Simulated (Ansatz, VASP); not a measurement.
Two plane-wave programs on CdSe

Contents of INCAR:

```
PREC = Accurate
ENCUT = 500
EDIFF = 1E-6
ISMEAR = -1
SIGMA = 0.02
LREAL = F
LASPH = T
NELM = 120
ALGO = Normal
ISIF = 2
LWAVE = F
LCHARG = T
GGA = PE
LELF = T
LVHAR = T
NBANDS = 26
GGA_COMPAT = F
```

File KPOINTS:

```
regular mesh
0
Gamma
  12 12 4
```

File POSCAR:

```
CdSe
1.0
    4.3841309020      0.0000000000      0.0000000000
   -2.1920654510      3.7967687347      0.0000000000
    0.0000000000      0.0000000000      7.1474124423
Cd Se
2 2
Direct
    0.3333333333      0.6666666667     -0.0004760037
    0.6666666667      0.3333333333      0.4995239963
    0.3333333333      0.6666666667      0.3754760037
    0.6666666667      0.3333333333      0.8754760037
```

Input for Ansatz:

```yaml
crystal:
  lattice:
    - [4.384130902, 0.0, 0.0]
    - [-2.192065451, 3.7967687347, 0.0]
    - [0.0, 0.0, 7.1474124423]
  atoms:
    - { symbol: Cd, position: [0.3333333333, 0.6666666667, -0.0004760037] }
    - { symbol: Cd, position: [0.6666666667, 0.3333333333, 0.4995239963] }
    - { symbol: Se, position: [0.3333333333, 0.6666666667, 0.3754760037] }
    - { symbol: Se, position: [0.6666666667, 0.3333333333, 0.8754760037] }
kpoints:
  mp_grid: { grid: [12, 12, 4] }
  band_path:
    path:
      - [0.0, 0.0, 0.0]
      - [0.5, 0.0, 0.0]
      - [0.3333333333, 0.3333333333, 0.0]
      - [0.0, 0.0, 0.5]
      - [0.5, 0.0, 0.5]
      - [0.3333333333, 0.3333333333, 0.5]
    npoints: 1
hamiltonian:
  xc: pbe
scf:
  occupations: { method: fermi_dirac, width: 0.02 }
  n_extra_bands: 5
output:
  forces: true
  stress: true
  eigenvalues: true
```

Change from the starting cell: hydrostatic strain +1.0%.

Alike in both runs: task single point; functional PBE; k mesh 12 × 12 × 4; occupations fermi-dirac, width 0.02 eV; no spin polarisation.

```csv
,VASP,Ansatz
version,VASP 6.6.1,Ansatz 0.2.0
potentials or method,"VASP PAW PBE potentials, release 64 (Cd, Se)","plane waves, PAW"
plane-wave cutoff (eV),500,420
valence electrons in the cell,36,72
```

```csv
,VASP,Ansatz,Ansatz less VASP
pressure (GPa),0.3,0.0,-0.24
```

With one functional, cell and mesh, what is left measures potentials, basis and numerics. VASP's potentials hold 36 valence electrons a cell and Ansatz's 72, so a difference there can come from the potentials and not from the codes.
